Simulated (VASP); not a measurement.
# NbTe (P-6m2) in VASP: notebook

NbTe is run at these levels: BLYP, revPBE; tasks: single point, relaxation of cell and atoms.

Program: VASP 6.6.1. These are calculated values, not measurements. Logs are shortened: lines on timing, memory, paths and dates and some standing lists are left out, and cuts for length are marked.

## (1) The cell of the first run

It takes space group P-6m2 (No. 187, hexagonal). Conventional cell: a = 3.789 Å, b = 3.789 Å, c = 3.743 Å, α = 90.00°, β = 90.00°, γ = 120.00°. Within 3.8 Å of Te (site symmetry -6m2) lie 6 Nb at 2.88 Å and 8 Te at 3.74 to 3.79 Å. Within 3.8 Å of Nb (site symmetry -6m2) lie 6 Te at 2.88 Å and 8 Nb at 3.74 to 3.79 Å.

## (2) Single point, BLYP

Input file INCAR:

```
SYSTEM = NbTe
AGGAC = 1.0
AGGAX = 1.0
ALDAC = 0.0
ALDAX = 1.0
ALGO = Normal
EDIFF = 1E-7
ENCUT = 520
GGA = B5
ISIF = 2
ISMEAR = -1
LASPH = .True.
LCHARG = .False.
LREAL = .False.
LWAVE = .False.
NBANDS = 16
NELM = 60
PREC = Accurate
SIGMA = 0.05
```

Input file KPOINTS:

```
k-points
0
Gamma
  8 8 7
  0 0 0
```

Input file POSCAR:

```
NbTe
1.0
    3.7894653193      0.0000000000      0.0000000000
   -1.8947326597      3.2817732333      0.0000000000
    0.0000000000      0.0000000000      3.7434607813
Te Nb
1 1
Direct
    0.6666666667      0.3333333333      0.0000000000
    0.0000000000      0.0000000000      0.5000000000
```

Potentials or basis: VASP PAW PBE potentials, release 64 (Te, Nb_sv).

Launch:

```sh
$ cat potpaw_PBE.64/Te/POTCAR potpaw_PBE.64/Nb_sv/POTCAR > POTCAR
$ mpirun -np 1 vasp_std > vasp.out
```

OUTCAR:

```text
SYSTEM = NbTe
   EDIFF = 1E-7
   ENCUT = 520
   GGA = B5
   ISIF = 2
   ISMEAR = -1
   LASPH = .True.
   LREAL = .False.
   NELM = 60
   PREC = Accurate

 ion  position               nearest neighbor table
   1  0.667  0.333  0.000-   2 2.88   2 2.88   2 2.88   2 2.88   2 2.88   2 2.88
   2  0.000  0.000  0.500-   1 2.88   1 2.88   1 2.88   1 2.88   1 2.88   1 2.88

  LATTYP: Found a hexagonal cell.
 ALAT       =     3.7894653193
 C/A-ratio  =     0.9878598868

  Lattice vectors:

 A1 = (   3.7894653193,   0.0000000000,   0.0000000000)
 A2 = (  -1.8947326597,   3.2817732333,   0.0000000000)
 A3 = (   0.0000000000,   0.0000000000,   3.7434607813)

Analysis of symmetry for initial positions (statically):
=====================================================================
 Subroutine PRICEL returns:
 Original cell was already a primitive cell.

 Routine SETGRP: Setting up the symmetry group for a
 hexagonal supercell.

 Subroutine GETGRP returns: Found 12 space group operations
 (whereof 12 operations were pure point group operations)
 out of a pool of 24 trial point group operations.

The static configuration has the point symmetry D_3h.

Analysis of symmetry for dynamics (positions and initial velocities):
=====================================================================
 Subroutine PRICEL returns:
 Original cell was already a primitive cell.

 Routine SETGRP: Setting up the symmetry group for a
 hexagonal supercell.

 Subroutine GETGRP returns: Found 12 space group operations
 (whereof 12 operations were pure point group operations)
 out of a pool of 24 trial point group operations.

The dynamic configuration has the point symmetry D_3h.

 Subroutine INISYM returns: Found 12 space group operations
 (whereof 12 operations are pure point group operations),
 and found     1 'primitive' translations

----------------------------------------------------------------------------------------

                                     Primitive cell

  volume of cell :      46.5543

  direct lattice vectors                    reciprocal lattice vectors
     3.789465319  0.000000000  0.000000000     0.263889471  0.152356657  0.000000000
    -1.894732660  3.281773233  0.000000000     0.000000000  0.304713315  0.000000000
     0.000000000  0.000000000  3.743460781     0.000000000  0.000000000  0.267132490

  length of vectors
     3.789465319  3.789465319  3.743460781     0.304713315  0.304713315  0.267132490

  position of ions in fractional coordinates (direct lattice)
     0.666666667  0.333333333  0.000000000
     0.000000000  0.000000000  0.500000000

  ion indices of the primitive-cell ions
   primitive index   ion index
                 1           1
                 2           2

----------------------------------------------------------------------------------------

 KPOINTS: k-points

Automatic generation of k-mesh.
 Grid dimensions read from file:
 generate k-points for:    8    8    7

 Generating k-lattice:

  Cartesian coordinates                     Fractional coordinates (reciprocal lattice)
     0.032986184  0.019044582  0.000000000     0.125000000  0.000000000  0.000000000
     0.000000000  0.038089164  0.000000000     0.000000000  0.125000000  0.000000000
     0.000000000  0.000000000  0.038161784     0.000000000  0.000000000  0.142857143

  Length of vectors
     0.038089164  0.038089164  0.038161784

  Shift w.r.t. Gamma in fractional coordinates (k-lattice)
     0.000000000  0.000000000  0.000000000

 Subroutine IBZKPT returns following result:
 ===========================================

 Found     40 irreducible k-points:

 Following reciprocal coordinates:
            Coordinates               Weight
  0.000000  0.000000  0.000000      1.000000
  0.125000  0.000000  0.000000      6.000000
  0.250000  0.000000  0.000000      6.000000
  0.375000 -0.000000  0.000000      6.000000
  0.500000  0.000000  0.000000      3.000000
  0.125000  0.125000  0.000000      6.000000
[... 16 lines left out ...]
  0.250000  0.000000  0.285714     12.000000
  0.375000 -0.000000  0.285714     12.000000
 [... further k-points ...]
   k-points           NKPTS =     40   k-points in BZ     NKDIM =     40   number of bands    NBANDS=     16
   number of dos      NEDOS =    301   number of ions     NIONS =      2
   total plane-waves  NPLWV =  21952
   dimension x,y,z NGX =    28 NGY =   28 NGZ =   28
   dimension x,y,z NGXF=    56 NGYF=   56 NGZF=   56
   ions per type =               1   1
   NGX,Y,Z   is equivalent  to a cutoff of  12.28, 12.28, 12.43 a.u.
   NGXF,Y,Z  is equivalent  to a cutoff of  24.57, 24.57, 24.87 a.u.
 SYSTEM =  NbTe
   PREC   = accura    normal or accurate (medium, high low for compatibility)
   ISTART =      0    job   : 0-new  1-cont  2-samecut
   ICHARG =      2    charge: 1-file 2-atom 10-const
   ISPIN  =      1    spin polarized calculation?
   LNONCOLLINEAR =      F non collinear calculations
   LSORBIT =      F    spin-orbit coupling
   LASPH  =      T    aspherical Exc in radial PAW
   ENCUT  =  520.0 eV  38.22 Ry    6.18 a.u.   7.05  7.05  6.96*2*pi/ulx,y,z
   NELM   =     60;   NELMIN=  2; NELMDL= -5     # of ELM steps
   EDIFF  = 0.1E-06   stopping-criterion for ELM
   LREAL  =      F    real-space projection
   EDIFFG = 0.1E-05   stopping-criterion for IOM
   NSW    =      0    number of steps for IOM
   IBRION =     -1    ionic relax: 0-MD 1-quasi-New 2-CG
   NFREE  =      0    steps in history (QN), initial steepest desc. (CG)
   ISIF   =      2    stress and relaxation
   ISYM   =      2    0-nonsym 1-usesym 2-fastsym
   POTIM  = 0.5000    time-step for ionic-motion
   TEBEG  =    0.0;   TEEND  =   0.0 temperature during run
   PSTRESS=    0.0 pullay stress
   NELECT =      19.0000    total number of electrons
   NUPDOWN=      -1.0000    fix difference up-down
   EMIN   =  10.00;   EMAX   =-10.00  energy-range for DOS
   EFERMI =   0.00;   METHOD = LEGACY
   ISMEAR =    -1;   SIGMA  =   0.05  broadening in eV -4-tet -1-fermi 0-gaus
   EFERMI_NEDOS =   21; number of points for ismear=-14 and -15
   IALGO  =     38    algorithm
   IMIX   =      4    mixing-type and parameters
     AMIX     =   0.40;   BMIX     =  1.00
     AMIX_MAG =   1.60;   BMIX_MAG =  1.00
  volume/ion in A,a.u.               =      23.28       157.08
  Fermi-wavevector in a.u.,A,eV,Ry     =   1.214338  2.294765 20.063365  1.474616
  Thomas-Fermi vector in A             =   2.349761
   LORBIT       =      0    0 simple, 1 ext, 2 COOP (PROOUT), +10 PAW based schemes
   GGA     = B5    functional components
   LHFCALC =     F    Hartree Fock is set to
   AEXX    =    0.0000 exact exchange contribution
   IVDW    =     0    specifies the selected vdW correction
   LEPSILON=     F    determine dielectric tensor
   LRPA    =     F    only Hartree local field effects (RPA)
 non-spin polarized calculation
  energy-cutoff  :      520.00
  volume of cell :       46.55
 maximum number of plane-waves:      1274
   NGX = 15   NGY = 15   NGZ = 13

 number of electron      19.0000003 magnetization

 Free energy of the ion-electron system (eV)
  ---------------------------------------------------
  ext. energy  EPLUGINS =         0.00000000
  ---------------------------------------------------
  free energy    TOTEN  =       -11.43549943 eV

  energy without entropy =      -11.42274376  energy(sigma->0) =      -11.42912159

 E-fermi :  10.6888     XC(G=0): -10.3318

 val. band max:       10.6457068069   @ k =   0.2500   0.0000   0.0000
 cond. band min:      10.7257913608   @ k =   0.1250   0.0000   0.2857
 fundamental gap:      0.0800845539
 Fermi energy:        10.6887904674

 k-point     1 :       0.0000    0.0000    0.0000
  band No.  band energies     occupation
      1     -44.8145      2.00000
      2     -21.0952      2.00000
      3     -20.9212      2.00000
      4     -20.9212      2.00000
      5      -3.1687      2.00000
      6       7.6203      2.00000
[... 8 lines left out ...]
     15      16.8200      0.00000
     16      17.6194      0.00000

 k-point     2 :       0.1250    0.0000    0.0000
  band No.  band energies     occupation
      1     -44.8136      2.00000
      2     -21.0929      2.00000
      3     -20.9358      2.00000
      4     -20.9247      2.00000
      5      -3.0045      2.00000
      6       6.9234      2.00000
[... 8 lines left out ...]
     15      16.6010      0.00000
     16      18.3102      0.00000

 k-point     3 :       0.2500    0.0000    0.0000
  band No.  band energies     occupation
      1     -44.8114      2.00000
      2     -21.0872      2.00000
      3     -20.9709      2.00000
      4     -20.9331      2.00000
      5      -2.5628      2.00000
      6       5.6354      2.00000
[... 8 lines left out ...]
     15      17.4615      0.00000
     16      18.7745      0.00000

 k-point     4 :       0.3750   -0.0000    0.0000
  band No.  band energies     occupation
      1     -44.8093      2.00000
      2     -21.0815      2.00000
      3     -21.0057      2.00000
      4     -20.9415      2.00000
      5      -2.0262      2.00000
      6       4.4662      2.00000
[... 8 lines left out ...]
     15      17.0952      0.00000
     16      19.1933      0.00000

 k-point     5 :       0.5000    0.0000    0.0000
  band No.  band energies     occupation
      1     -44.8084      2.00000
      2     -21.0791      2.00000
      3     -21.0200      2.00000
      4     -20.9450      2.00000
      5      -1.7593      2.00000
      6       3.9722      2.00000
[... 8 lines left out ...]
     15      16.4546      0.00000
     16      19.1805      0.00000

 k-point     6 :       0.1250    0.1250    0.0000
  band No.  band energies     occupation
      1     -44.8121      2.00000
      2     -21.0888      2.00000
      3     -20.9591      2.00000
      4     -20.9322      2.00000
      5      -2.7005      2.00000
      6       6.0570      2.00000
[... 8 lines left out ...]
     15      16.8215      0.00000
     16      18.8627      0.00000
[... 267 lines left out ...]
 k-point    21 :       0.0000    0.0000    0.2857
  band No.  band energies     occupation
      1     -44.8120      2.00000
      2     -21.1502      2.00000
      3     -20.9163      2.00000
      4     -20.9163      2.00000
      5      -2.5287      2.00000
      6       4.9394      2.00000
[... 8 lines left out ...]
     15      18.5311      0.00000
     16      18.5311      0.00000

 k-point    22 :       0.1250    0.0000    0.2857
  band No.  band energies     occupation
      1     -44.8111      2.00000
      2     -21.1469      2.00000
      3     -20.9302      2.00000
      4     -20.9195      2.00000
      5      -2.4085      2.00000
      6       5.0597      2.00000
[... 8 lines left out ...]
     15      17.3426      0.00000
     16      18.6510      0.00000

 k-point    23 :       0.2500    0.0000    0.2857
  band No.  band energies     occupation
      1     -44.8090      2.00000
      2     -21.1390      2.00000
      3     -20.9634      2.00000
      4     -20.9272      2.00000
      5      -2.0909      2.00000
      6       5.2729      2.00000
[... 8 lines left out ...]
     15      17.2290      0.00000
     16      18.9623      0.00000

 k-point    24 :       0.3750   -0.0000    0.2857
  band No.  band energies     occupation
      1     -44.8068      2.00000
      2     -21.1310      2.00000
      3     -20.9965      2.00000
      4     -20.9349      2.00000
      5      -1.7199      2.00000
      6       4.8548      2.00000
[... 8 lines left out ...]
     15      16.8571      0.00000
     16      19.0178      0.00000

 [... further k-points ...]
[... 5 lines left out ...]
  --------------------------------------------------------------------------------------
  -------------------------------------------------------------------------------------
  Total        0.0343308      0.0343308      0.0322832     -0.0000000      0.0000000     -0.0000000
  in kB        1.1815025      1.1815025      1.1110355     -0.0000000      0.0000000     -0.0000000
  external PRESSURE =       1.1580135 kB  Pullay stress =       0.0000000 kB

 VOLUME and BASIS-vectors are now :
 -----------------------------------------------------------------------------
  energy-cutoff  :      520.00
  volume of cell :       46.55
      direct lattice vectors                 reciprocal lattice vectors
     3.789465319  0.000000000  0.000000000     0.263889471  0.152356657  0.000000000
    -1.894732660  3.281773233  0.000000000     0.000000000  0.304713315  0.000000000
     0.000000000  0.000000000  3.743460781     0.000000000  0.000000000  0.267132490

 POSITION                                       TOTAL-FORCE (eV/Angst)
 -----------------------------------------------------------------------------------
      1.89473      1.09392      0.00000         0.000000     -0.000000      0.000000
      0.00000      0.00000      1.87173        -0.000000      0.000000      0.000000
 -----------------------------------------------------------------------------------
    total drift:                               -0.000000      0.000000     -0.000000

  FREE ENERGIE OF THE ION-ELECTRON SYSTEM (eV)
  ---------------------------------------------------
  free  energy   TOTEN  =       -11.4354994253 eV

  energy  without entropy=      -11.4227437641  energy(sigma->0) =      -11.42912159
```

Run time: 23 s. Hardware: 1 thread of Intel Xeon Platinum 8488C (Sapphire Rapids), shared host; peak memory 0.17 GiB.

What came out:

| Item | Value |
| --- | --- |
| Free energy | -11.4355 eV |
| Pressure | 0.1 GPa |

Caveat: the PAW data sets were made with another functional, which shifts forces and pressure a little; spin-orbit coupling is left out, which moves the levels of the heavy elements.

## (3) Relaxation of cell and atoms, revPBE

This run uses another cell than the first one, of 21.93 Å³/atom, 0.942 times its volume.

Input file INCAR:

```
SYSTEM = NbTe
ALGO = Normal ; EDIFF = 1E-7
EDIFFG = -0.01 ; ENCUT = 600
GGA = RE ; IBRION = 2
ISIF = 3 ; ISMEAR = -1
LASPH = .TRUE. ; LCHARG = .FALSE.
LREAL = .FALSE. ; LWAVE = .FALSE.
NELM = 100 ; NSW = 60
PREC = Accurate ; SIGMA = 0.05
```

Input file KPOINTS:

```
k-points
0
G
  8 8 7
  0 0 0
```

Input file POSCAR:

```
NbTe
1.0
    3.7029743866      0.0000000000      0.0000000000
   -1.8514871933      3.2068698884      0.0000000000
    0.0000000000      0.0000000000      3.6942110000
Te Nb
1 1
Direct
    0.6666666667      0.3333333333      0.0000000000
    0.0000000000      0.0000000000      0.5000000000
```

Potentials or basis: VASP PAW PBE potentials, release 64 (Te, Nb_sv).

Launch:

```sh
$ cat potpaw_PBE.64/Te/POTCAR potpaw_PBE.64/Nb_sv/POTCAR > POTCAR
$ mpirun -np 1 vasp_std > vasp.out
```

Run time: 74 s. Hardware: 1 thread of Intel Xeon Platinum 8488C (Sapphire Rapids), shared host; peak memory 0.2 GiB.

It converged, with:

| Quantity | Value |
| --- | --- |
| Free energy | -12.8736 eV |
| Relaxed volume | 22.02 Å³/atom |
| Relaxed cell | a = 3.700 Å, b = 3.700 Å, c = 3.715 Å, α = 90.00°, β = 90.00°, γ = 120.00° |
| Space group after relaxing (to 0.05 Å) | P-6m2 (No. 187) |
| Energy gained by relaxing | 0.4 meV/atom |
| Ionic steps | 5 |
| Pressure after relaxing | 0.0 GPa |

Step by step:
| step | energy change (eV) | largest force (eV/Å) | pressure (GPa) | volume (Å³) |
| --- | --- | --- | --- | --- |
| 1 | 0.0000 | 0.0000 | 0.62 | 43.87 |
| 2 | 0.0002 | 0.0000 | -0.92 | 44.41 |
| 3 | -0.0007 | 0.0000 | -0.11 | 44.12 |
| 4 | -0.0008 | 0.0000 | -0.03 | 44.07 |
| 5 | -0.0008 | 0.0000 | 0.01 | 44.04 |

Final structure:
```cif
data_structure
_symmetry_space_group_name_H-M 'P 1'
_symmetry_Int_Tables_number 1
_cell_length_a 3.6997
_cell_length_b 3.6997
_cell_length_c 3.7154
_cell_angle_alpha 90.000
_cell_angle_beta 90.000
_cell_angle_gamma 120.000
_cell_volume 44.04
loop_
_atom_site_label
_atom_site_type_symbol
_atom_site_fract_x
_atom_site_fract_y
_atom_site_fract_z
_atom_site_occupancy
Te1 Te 0.66667 0.33333 0.00000 1
Nb1 Nb 0.00000 0.00000 0.50000 1
```

Levels at points of the mesh, in eV from the Fermi level:
| k point | band 6 | band 7 | band 8 | band 9 | band 10 | band 11 | band 12 | band 13 |
| --- | --- | --- | --- | --- | --- | --- | --- | --- |
| (0.00, 0.00, 0.00) | -3.10 | -3.10 | -2.98 | -2.41 | 0.12 | 0.12 | 2.42 | 2.42 |
| (0.50, 0.00, 0.00) | -7.17 | -3.86 | -2.61 | -2.57 | -0.21 | 1.24 | 1.51 | 2.97 |

Caveat: the PAW data sets were made with another functional, which shifts forces and pressure a little; spin-orbit coupling is left out, which moves the levels of the heavy elements.

## (4) Relaxation of cell and atoms, BLYP

This run uses another cell than the first one, of 21.93 Å³/atom, 0.942 times its volume.

Input file INCAR:

```
PREC = Accurate
ENCUT = 600
EDIFF = 1E-6
ISMEAR = -1
SIGMA = 0.05
LREAL = False
LASPH = True
NELM = 80
ALGO = Normal
ISIF = 3
LWAVE = False
LCHARG = False
GGA = B5
ALDAX = 1.0
AGGAX = 1.0
AGGAC = 1.0
ALDAC = 0.0
IBRION = 2
NSW = 60
EDIFFG = -0.01
```

Input file KPOINTS:

```
Automatic mesh
0
Gamma
  8 8 7
```

POSCAR is that of step 3.

Launch:

```sh
$ cat potpaw_PBE.64/Te/POTCAR potpaw_PBE.64/Nb_sv/POTCAR > POTCAR
$ mpirun -np 1 vasp_std > vasp.out
```

It took 2.8 min on 1 thread of Intel Xeon Platinum 8488C (Sapphire Rapids), shared host; peak memory 0.19 GiB.

The run converged. Its results:

```
Free energy                            : -11.4343 eV
Relaxed volume                         : 23.30 Å³/atom
Relaxed cell                           : a = 3.789 Å, b = 3.789 Å, c = 3.747 Å, α = 90.00°, β = 90.00°, γ = 120.00°
Space group after relaxing (to 0.05 Å) : P-6m2 (No. 187)
Energy gained by relaxing              : 27.1 meV/atom
Ionic steps                            : 6
Pressure after relaxing                : 0.0 GPa
```

Stress tensor (GPa, compression positive):
```
 0.05  0.00  0.00
 0.00  0.05  0.00
 0.00  0.00 -0.04
```

The path:
| step | energy change (eV) | largest force (eV/Å) | pressure (GPa) | volume (Å³) |
| --- | --- | --- | --- | --- |
| 1 | 0.0000 | 0.0000 | 6.78 | 43.87 |
| 2 | 0.0205 | 0.0000 | -6.15 | 50.03 |
| 3 | -0.0529 | 0.0000 | -0.07 | 46.55 |
| 4 | -0.0529 | 0.0000 | 0.05 | 46.49 |
| 5 | -0.0541 | 0.0000 | 0.03 | 46.56 |
| 6 | -0.0543 | 0.0000 | 0.02 | 46.59 |

Final structure:
```xyz
2
Lattice="3.7893 0.0000 0.0000 -1.8947 3.2817 0.0000 0.0000 0.0000 3.7467" Properties=species:S:1:pos:R:3 pbc="T T T"
Te    1.8947    1.0939    0.0000
Nb    0.0000    0.0000    1.8734
```

Levels at points of the mesh, in eV from the Fermi level:
```csv
k point,band 8,band 9,band 10,band 11,band 12,band 13
"(0.00, 0.00, 0.00)",-2.61,-2.25,0.11,0.11,2.18,2.18
"(0.50, 0.00, 0.00)",-2.59,-2.29,-0.18,1.07,1.26,2.83
```

Caveat: the PAW data sets were made with another functional, which shifts forces and pressure a little; spin-orbit coupling is left out, which moves the levels of the heavy elements.

## (5) Overview

```tsv
task	level	cell	cutoff (eV)	gap on the mesh (eV)	pressure (GPa)	relaxed volume (Å³/atom)
single point	BLYP	a = 3.789, b = 3.789, c = 3.743 Å, angles 90.0, 90.0, 120.0°, 2 atoms	520	none	0.1	-
relaxation of cell and atoms	revPBE	relaxed from a = 3.703, b = 3.703, c = 3.694 Å, angles 90.0, 90.0, 120.0°, 2 atoms	600	none	0.0	22.02
relaxation of cell and atoms	BLYP	relaxed from a = 3.703, b = 3.703, c = 3.694 Å, angles 90.0, 90.0, 120.0°, 2 atoms	600	none	0.0	23.30
```

Alike in all rows: potentials or basis VASP PAW PBE potentials, release 64 (Te, Nb_sv); no spin polarisation; k mesh 8 × 8 × 7; smearing fermi-dirac 0.05 eV.

Caveats: the PAW data sets were made with another functional, which shifts forces and pressure a little; spin-orbit coupling is left out, which moves the levels of the heavy elements.

Total energies depend on the potentials used, so only differences within one code and one set of settings carry meaning.
